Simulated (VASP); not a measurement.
# Si16Ge (a cell with a defect) in VASP: further runs

Si16Ge (a cell with a defect) is run at these levels: PBE; tasks: single point.

All numbers are computed with VASP 6.6.1; they aren't measurements. Logs are shortened: lines on timing, memory, paths and dates and some standing lists are left out, and cuts for length are marked.

**1. The cell of the first run**

The cell holds a defect, 17 atoms: a = 7.679 Å, b = 7.679 Å, c = 7.679 Å, α = 60.00°, β = 60.00°, γ = 60.00°.

**2. Single point, PBE**

INCAR

```
SYSTEM = Si16Ge
  ALGO = Normal
  EDIFF = 1E-7
  ENCUT = 520
  GGA = PE
  ISIF = 2
  ISMEAR = 0
  LASPH = .True.
  LCHARG = .True.
  LELF = .True.
  LREAL = Auto
  LVHAR = .True.
  LWAVE = .False.
  NBANDS = 53
  NELM = 80
  PREC = Accurate
  SIGMA = 0.05
```

KPOINTS

```
k-points
0
Gamma
  1 1 1
  0 0 0
```

POSCAR

```
Si16Ge
1.0
    0.0000000000      5.4300000000      5.4300000000
    5.4300000000      0.0000000000      5.4300000000
    5.4300000000      5.4300000000      0.0000000000
Si Ge
16 1
Direct
    0.0109014733     -0.0120272560      0.0126022099
    0.1367520258      0.1303520258      0.1153872007
    0.0214932781      0.0078927256      0.4805177716
    0.1273109576      0.1066912523      0.6456144567
   -0.0319918048      0.5604619705      0.0106676796
    0.1781655617      0.6291567219      0.1942924494
   -0.0087696133      0.4730476980      0.5745904236
    0.1237710866      0.6361060773      0.6383101289
    0.5456846225     -0.0072673112     -0.0449575506
    0.6440530387      0.0768272560      0.1393055249
    0.5025018416     -0.0132946593      0.5063278085
    0.6489886740      0.1402442910      0.5697973297
    0.4669755985      0.4344334254     -0.0193383978
    0.4708377532      0.6647165746      0.1447558011
    0.5036973297      0.5095433702      0.4802159300
    0.6232391344      0.6116476059      0.6288551565
    0.7758441068      0.3642118785      0.0485709945
```

Potentials or basis: VASP PAW PBE potentials, release 64 (Si, Ge_d).

Run with:

```bash
$ cat potpaw_PBE.64/Si/POTCAR potpaw_PBE.64/Ge_d/POTCAR > POTCAR
$ mpirun -np 1 vasp_gam > vasp.out
```

OUTCAR:

```text
SYSTEM = Si16Ge
   EDIFF = 1E-7
   ENCUT = 520
   GGA = PE
   ISIF = 2
   ISMEAR = 0
   LASPH = .True.
   LREAL = Auto
   NELM = 80
   PREC = Accurate

 ion  position               nearest neighbor table
   1  0.011  0.988  0.013-   4 2.30  10 2.31   2 2.33   6 2.37  17 2.60
   2  0.137  0.130  0.115-   3 2.29   1 2.33   9 2.57  17 2.59   5 2.71
   3  0.021  0.008  0.481-   2 2.29   4 2.33   8 2.34  12 2.35
   4  0.127  0.107  0.646-   1 2.30   7 2.32   3 2.33  11 2.35
   5  0.968  0.560  0.011-   8 2.36  17 2.43   2 2.71   6 2.96
   6  0.178  0.629  0.194-  14 2.22  13 2.31   1 2.37   7 2.46   5 2.96
   7  0.991  0.473  0.575-   8 2.29   4 2.32  16 2.36   6 2.46  17 3.00
   8  0.124  0.636  0.638-   7 2.29   3 2.34   5 2.36  15 2.39
   9  0.546  0.993  0.955-  10 2.34  14 2.40  12 2.42   2 2.57
  10  0.644  0.077  0.139-  11 2.31   1 2.31  13 2.33   9 2.34  17 2.52
  11  0.503  0.987  0.506-  10 2.31  12 2.31  16 2.35   4 2.35
  12  0.649  0.140  0.570-  11 2.31  15 2.33   3 2.35   9 2.42
  13  0.467  0.434  0.981-  16 2.30   6 2.31  10 2.33  17 2.42  14 2.65
  14  0.471  0.665  0.145-   6 2.22  15 2.32   9 2.40  17 2.43  13 2.65
  15  0.504  0.510  0.480-  14 2.32  12 2.33  16 2.33   8 2.39
  16  0.623  0.612  0.629-  13 2.30  15 2.33  11 2.35   7 2.36
  17  0.776  0.364  0.049-  13 2.42   5 2.43  14 2.43  10 2.52   2 2.59   1 2.60   7 3.00

  LATTYP: Found a face centered cubic cell.
 ALAT       =    10.8600000000

  Lattice vectors:

 A1 = (   0.0000000000,   5.4300000000,   5.4300000000)
 A2 = (   5.4300000000,   0.0000000000,   5.4300000000)
 A3 = (   5.4300000000,   5.4300000000,   0.0000000000)

Analysis of symmetry for initial positions (statically):
=====================================================================
 Subroutine PRICEL returns:
 Original cell was already a primitive cell.

 Routine SETGRP: Setting up the symmetry group for a
 face centered cubic supercell.

 Subroutine GETGRP returns: Found  1 space group operations
 (whereof  1 operations were pure point group operations)
 out of a pool of 48 trial point group operations.

The static configuration has the point symmetry C_1 .

Analysis of symmetry for dynamics (positions and initial velocities):
=====================================================================
 Subroutine PRICEL returns:
 Original cell was already a primitive cell.

 Routine SETGRP: Setting up the symmetry group for a
 face centered cubic supercell.

 Subroutine GETGRP returns: Found  1 space group operations
 (whereof  1 operations were pure point group operations)
 out of a pool of 48 trial point group operations.

The dynamic configuration has the point symmetry C_1 .

 Subroutine INISYM returns: Found  1 space group operations
 (whereof  1 operations are pure point group operations),
 and found     1 'primitive' translations

----------------------------------------------------------------------------------------

                                     Primitive cell

  volume of cell :     320.2060

  direct lattice vectors                    reciprocal lattice vectors
     0.000000000  5.430000000  5.430000000    -0.092081031  0.092081031  0.092081031
     5.430000000  0.000000000  5.430000000     0.092081031 -0.092081031  0.092081031
     5.430000000  5.430000000  0.000000000     0.092081031  0.092081031 -0.092081031

  length of vectors
     7.679179644  7.679179644  7.679179644     0.159489025  0.159489025  0.159489025

  position of ions in fractional coordinates (direct lattice)
     0.010901473  0.987972744  0.012602210
     0.136752026  0.130352026  0.115387201
     0.021493278  0.007892726  0.480517772
     0.127310958  0.106691252  0.645614457
     0.968008195  0.560461971  0.010667680
     0.178165562  0.629156722  0.194292449
[... 9 lines left out ...]
     0.623239134  0.611647606  0.628855157
     0.775844107  0.364211879  0.048570994

  ion indices of the primitive-cell ions
   primitive index   ion index
                 1           1
                 2           2
                 3           3
                 4           4
                 5           5
                 6           6
[... 9 lines left out ...]
                16          16
                17          17

----------------------------------------------------------------------------------------

 KPOINTS: k-points

Automatic generation of k-mesh.
 Grid dimensions read from file:
 generate k-points for:    1    1    1

 Generating k-lattice:

  Cartesian coordinates                     Fractional coordinates (reciprocal lattice)
    -0.092081031  0.092081031  0.092081031     1.000000000  0.000000000  0.000000000
     0.092081031 -0.092081031  0.092081031     0.000000000  1.000000000  0.000000000
     0.092081031  0.092081031 -0.092081031     0.000000000  0.000000000  1.000000000

  Length of vectors
     0.159489025  0.159489025  0.159489025

  Shift w.r.t. Gamma in fractional coordinates (k-lattice)
     0.000000000  0.000000000  0.000000000

 Subroutine IBZKPT returns following result:
 ===========================================

 Found      1 irreducible k-points:

 Following reciprocal coordinates:
            Coordinates               Weight
  0.000000  0.000000  0.000000      1.000000
   k-points           NKPTS =      1   k-points in BZ     NKDIM =      1   number of bands    NBANDS=     53
   number of dos      NEDOS =    301   number of ions     NIONS =     17
   total plane-waves  NPLWV = 216000
   dimension x,y,z NGX =    60 NGY =   60 NGZ =   60
   dimension x,y,z NGXF=   120 NGYF=  120 NGZF=  120
   ions per type =              16   1
   NGX,Y,Z   is equivalent  to a cutoff of  12.99, 12.99, 12.99 a.u.
   NGXF,Y,Z  is equivalent  to a cutoff of  25.98, 25.98, 25.98 a.u.
 SYSTEM =  Si16Ge
   PREC   = accura    normal or accurate (medium, high low for compatibility)
   ISTART =      0    job   : 0-new  1-cont  2-samecut
   ICHARG =      2    charge: 1-file 2-atom 10-const
   ISPIN  =      1    spin polarized calculation?
   LNONCOLLINEAR =      F non collinear calculations
   LSORBIT =      F    spin-orbit coupling
   LASPH  =      T    aspherical Exc in radial PAW
   ENCUT  =  520.0 eV  38.22 Ry    6.18 a.u.  14.28 14.28 14.28*2*pi/ulx,y,z
   NELM   =     80;   NELMIN=  2; NELMDL= -5     # of ELM steps
   EDIFF  = 0.1E-06   stopping-criterion for ELM
   LREAL  =      T    real-space projection
   EDIFFG = 0.1E-05   stopping-criterion for IOM
   NSW    =      0    number of steps for IOM
   IBRION =     -1    ionic relax: 0-MD 1-quasi-New 2-CG
   NFREE  =      0    steps in history (QN), initial steepest desc. (CG)
   ISIF   =      2    stress and relaxation
   ISYM   =      2    0-nonsym 1-usesym 2-fastsym
   POTIM  = 0.5000    time-step for ionic-motion
   TEBEG  =    0.0;   TEEND  =   0.0 temperature during run
   PSTRESS=    0.0 pullay stress
   NELECT =      78.0000    total number of electrons
   NUPDOWN=      -1.0000    fix difference up-down
   EMIN   =  10.00;   EMAX   =-10.00  energy-range for DOS
   EFERMI =   0.00;   METHOD = LEGACY
   ISMEAR =     0;   SIGMA  =   0.05  broadening in eV -4-tet -1-fermi 0-gaus
   EFERMI_NEDOS =   21; number of points for ismear=-14 and -15
   IALGO  =     38    algorithm
   IMIX   =      4    mixing-type and parameters
     AMIX     =   0.40;   BMIX     =  1.00
     AMIX_MAG =   1.60;   BMIX_MAG =  1.00
  volume/ion in A,a.u.               =      18.84       127.11
  Fermi-wavevector in a.u.,A,eV,Ry     =   1.022421  1.932096 14.222785  1.045345
  Thomas-Fermi vector in A             =   2.156100
   LORBIT       =      0    0 simple, 1 ext, 2 COOP (PROOUT), +10 PAW based schemes
   GGA     = PE    functional components
   LHFCALC =     F    Hartree Fock is set to
   AEXX    =    0.0000 exact exchange contribution
   IVDW    =     0    specifies the selected vdW correction
   LEPSILON=     F    determine dielectric tensor
   LRPA    =     F    only Hartree local field effects (RPA)
 non-spin polarized calculation
 Gauss-broadening in eV      SIGMA  =   0.05
  energy-cutoff  :      520.00
  volume of cell :      320.21
 maximum number of plane-waves:      4305
 NGX is ok and might be reduce to    60
   NGX = 29   NGY = 29   NGZ = 29

 number of electron      78.0000000 magnetization

 Free energy of the ion-electron system (eV)
  ---------------------------------------------------
  ext. energy  EPLUGINS =         0.00000000
  ---------------------------------------------------
  free energy    TOTEN  =       -72.48697293 eV

  energy without entropy =      -72.48697293  energy(sigma->0) =      -72.48697293

 E-fermi :   6.5210     XC(G=0):  -9.7536

 val. band max:        6.2143713918   @ k =   0.0000   0.0000   0.0000
 cond. band min:       6.7856004898   @ k =   0.0000   0.0000   0.0000
 fundamental gap:      0.5712290981
 Fermi energy:         6.5209644256

 k-point     1 :       0.0000    0.0000    0.0000
  band No.  band energies     occupation
      1     -17.3908      2.00000
      2     -17.3752      2.00000
      3     -17.3062      2.00000
      4     -17.3014      2.00000
      5     -17.2942      2.00000
      6      -6.1993      2.00000
[... 43 lines left out ...]
     50       8.7649      0.00000
     51       8.9577      0.00000
 [bands above 51 left out]

------------------------ aborting loop because EDIFF is reached ----------------------------------------

  FORCE on cell =-STRESS in cart. coord.  units (eV):
  Direction    XX          YY          ZZ          XY          YZ          ZX
  --------------------------------------------------------------------------------------
  -------------------------------------------------------------------------------------
  Total       17.7533519     20.6087004     16.5932154      3.7803545      3.7511243      2.0168970
  in kB       88.8303677    103.1173403     83.0255285     18.9153170     18.7690612     10.0917112
  external PRESSURE =      91.6577455 kB  Pullay stress =       0.0000000 kB

 VOLUME and BASIS-vectors are now :
 -----------------------------------------------------------------------------
  energy-cutoff  :      520.00
  volume of cell :      320.21
      direct lattice vectors                 reciprocal lattice vectors
     0.000000000  5.430000000  5.430000000    -0.092081031  0.092081031  0.092081031
     5.430000000  0.000000000  5.430000000     0.092081031 -0.092081031  0.092081031
     5.430000000  5.430000000  0.000000000     0.092081031  0.092081031 -0.092081031

 POSITION                                       TOTAL-FORCE (eV/Angst)
 -----------------------------------------------------------------------------------
      5.43312      0.12762      5.42389         0.018445      0.013561      0.389064
      1.33436      1.36912      1.45038        -0.036027     -0.046161      0.035443
      2.65207      2.72592      0.15957        -0.232614     -0.248465     -0.171758
      4.08502      4.19698      1.27063         0.008313      0.055501     -0.086479
      3.10123      5.31421      8.29959         0.184718     -0.155951      0.420625
      4.47133      2.02245      4.38376         0.633430     -0.446864     -0.565830
[... 9 lines left out ...]
      6.73593      6.79887      6.70543        -0.188188     -0.046394      0.171146
      2.24141      4.47657      6.19050         0.002041      0.069313     -0.756419
 -----------------------------------------------------------------------------------
    total drift:                                0.000380     -0.000957      0.000296

  FREE ENERGIE OF THE ION-ELECTRON SYSTEM (eV)
  ---------------------------------------------------
  free  energy   TOTEN  =       -72.4869729334 eV

  energy  without entropy=      -72.4869729334  energy(sigma->0) =      -72.48697293
```

Run time: 32 s. Hardware: 1 thread of AMD EPYC 9R45 (Zen 5), shared host; peak memory 0.41 GiB.

Results:

```yaml
Free_energy: -72.4870 eV
Pressure: 9.2 GPa
Largest_force: 0.960 eV/Å
Band_gap_on_the_k_mesh: 0.57 eV
```

Forces in eV/Å, atoms in the order of the input:
```
Si   0.018  0.014  0.389
Si  -0.036 -0.046  0.035
Si  -0.233 -0.248 -0.172
Si   0.008  0.056 -0.086
Si   0.185 -0.156  0.421
Si   0.633 -0.447 -0.566
Si   0.011 -0.010 -0.020
Si  -0.018  0.353  0.110
Si  -0.027 -0.056 -0.240
Si   0.121  0.151  0.038
Si   0.010  0.067  0.060
Si   0.203  0.248  0.048
Si  -0.639 -0.208  0.035
Si   0.023  0.251  0.758
Si  -0.074  0.009 -0.224
Si  -0.188 -0.046  0.171
Ge   0.002  0.069 -0.756
```

Levels at points of the mesh, in eV from the valence-band top:
```
           k point  band 35  band 36  band 37  band 38  band 39  band 40  band 41  band 42  band 43  band 44
(0.00, 0.00, 0.00)    -0.69    -0.59    -0.41    -0.15     0.00     0.57     0.70     1.05     1.24     1.35
```

Caveat: the k points lie up to 1.00 Å⁻¹ apart.

**3. Single point, PBE**

INCAR

```
SYSTEM = Si16Ge
PREC = Accurate
ENCUT = 520
EDIFF = 1E-6
ISMEAR = 0
SIGMA = 0.05
LREAL = Auto
LASPH = .TRUE.
NELM = 60
ALGO = Normal
ISIF = 2
LWAVE = .FALSE.
LCHARG = .FALSE.
GGA = PE
NBANDS = 53
```

KPOINTS

```
regular mesh
0
G
  1 1 1
  0 0 0
```

POSCAR

```
Si16Ge
1.0
    0.0000000000      5.4300000000      5.4300000000
    5.4300000000      0.0000000000      5.4300000000
    5.4300000000      5.4300000000      0.0000000000
Si Ge
16 1
Direct
    0.0099700737     -0.0009232965      0.0144918048
    0.1253626151      0.1542130755      0.1159755064
    0.0079943831      0.0037522099      0.4865943831
    0.0955240331      0.1303002762      0.6483010129
   -0.0348136280      0.5304370166      0.0146250460
    0.1580154696      0.6149574586      0.1273979742
   -0.0011281768      0.5029132597      0.5054204420
    0.1034318600      0.6281108656      0.6471847145
    0.5169807551      0.0529072744     -0.0382590239
    0.6575365562      0.0096194291      0.1864601289
    0.4766721915     -0.0012033149      0.5318351750
    0.6359114180      0.1542955801      0.5782830571
    0.5034392265      0.3912482505     -0.0314511971
    0.5931383057      0.6866348066      0.1493335175
    0.4744248619      0.5153217311      0.5029736648
    0.6247993554      0.6228013812      0.6213457643
    0.7288308471      0.3183194291      0.1297214549
```

Potentials or basis: VASP PAW PBE potentials, release 64 (Si, Ge_d).

Run with:

```bash
$ cat potpaw_PBE.64/Si/POTCAR potpaw_PBE.64/Ge_d/POTCAR > POTCAR
$ mpirun -np 1 vasp_gam > vasp.out
```

Run time: 25 s. Hardware: 1 thread of AMD EPYC 9R45 (Zen 5), shared host; peak memory 0.4 GiB.

Results (log left out):

```
Free energy            : -72.4209 eV
Pressure               : 8.5 GPa
Largest force          : 1.600 eV/Å
Band gap on the k mesh : 0.44 eV
```

Forces in eV/Å, atoms in the order of the input:
```
Si  -0.018 -0.359  0.251
Si   0.129  0.291 -0.095
Si   0.165 -0.101  0.191
Si  -0.167  0.114 -0.151
Si  -0.248 -0.311  0.209
Si  -0.023  0.131 -0.575
Si   0.247 -0.224  0.262
Si   0.063  0.090 -0.048
Si   0.830 -1.062  0.810
Si  -0.678  0.879 -0.768
Si   0.149  0.281 -0.146
Si  -0.297  0.163 -0.102
Si  -0.638 -0.878 -1.161
Si   0.988  0.628  1.091
Si   0.305 -0.082  0.118
Si  -0.388 -0.103  0.027
Ge  -0.419  0.544  0.088
```

Stress tensor (GPa, compression positive):
```
 6.82  2.32  0.12
 2.32  9.49 -0.25
 0.12 -0.25  9.23
```

Levels at points of the mesh, in eV from the valence-band top:
```tsv
k point	band 35	band 36	band 37	band 38	band 39	band 40	band 41	band 42	band 43	band 44
(0.00, 0.00, 0.00)	-0.72	-0.52	-0.48	-0.21	0.00	0.44	0.69	0.95	1.08	1.17
```

Caveat: the k points lie up to 1.00 Å⁻¹ apart.

(Part 1 of 2 ends here.)
